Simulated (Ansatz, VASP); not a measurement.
BeS: VASP beside Ansatz

The input POSCAR:

```
BeS
1.0
    0.0000000000      2.4250000000      2.4250000000
    2.4250000000      0.0000000000      2.4250000000
    2.4250000000      2.4250000000      0.0000000000
S Be
1 1
Direct
    0.7500000000      0.7500000000      0.7500000000
    0.0000000000      0.0000000000      0.0000000000
```

Contents of INCAR.step1:

```
PREC = Accurate ; ENCUT = 520
EDIFF = 1E-5 ; ISMEAR = 0
SIGMA = 0.1 ; LREAL = F
LASPH = T ; NELM = 60
ALGO = Normal ; ISIF = 2
LWAVE = T ; LCHARG = F
NBANDS = 11 ; GGA = PE
```

INCAR.step2

```
PREC = Accurate ; ENCUT = 520
EDIFF = 1E-7 ; ISMEAR = 0
SIGMA = 0.1 ; LREAL = F
LASPH = T ; NELM = 60
ALGO = Normal ; ISIF = 2
LWAVE = F ; LCHARG = F
GGA = PE ; LHFCALC = T
AEXX = 0.25 ; PRECFOCK = Normal
NBANDS = 11 ; ISTART = 1
```

Contents of KPOINTS:

```
regular mesh
0
Gamma
  5 5 5
```

input.yaml

```yaml
crystal:
  lattice:
    - [0.0, 2.425, 2.425]
    - [2.425, 0.0, 2.425]
    - [2.425, 2.425, 0.0]
  atoms:
    - { symbol: S, position: [0.75, 0.75, 0.75] }
    - { symbol: Be, position: [0.0, 0.0, 0.0] }
hamiltonian:
  xc: pbe0
  pseudopotentials: { kind: paw }
kpoints:
  mp_grid: { grid: [5, 5, 5] }
scf:
  occupations: { method: gaussian, width: 0.1 }
output:
  forces: true
  stress: true
  eigenvalues: true
```

Alike in both runs: task single point; functional PBE0; k mesh 5 × 5 × 5; occupations gaussian, width 0.1 eV; no spin polarisation.

|  | VASP | Ansatz |
| --- | --- | --- |
| version | VASP 6.6.1 | Ansatz 0.2.0 |
| potentials or method | VASP PAW PBE potentials, release 64 (S, Be) | Ansatz PAW |
| plane-wave cutoff (eV) | 520 | 420 |
| valence electrons in the cell | 8 | 8 |

|  | VASP | Ansatz | Ansatz less VASP |
| --- | --- | --- | --- |
| gap on the k mesh at the Fermi level (eV) | 5.11 | 5.10 | -0.015 |
| least direct gap on the mesh (eV) | 7.63 | 7.61 | -0.017 |
| pressure (GPa) | 0.1 | 0.3 | +0.17 |

The k mesh is coarse, so the values compare programs but aren't converged. Noted on Ansatz's run: odd divisions of the mesh miss points on the zone boundary, where band edges often lie, so the gap on the mesh can be too wide.
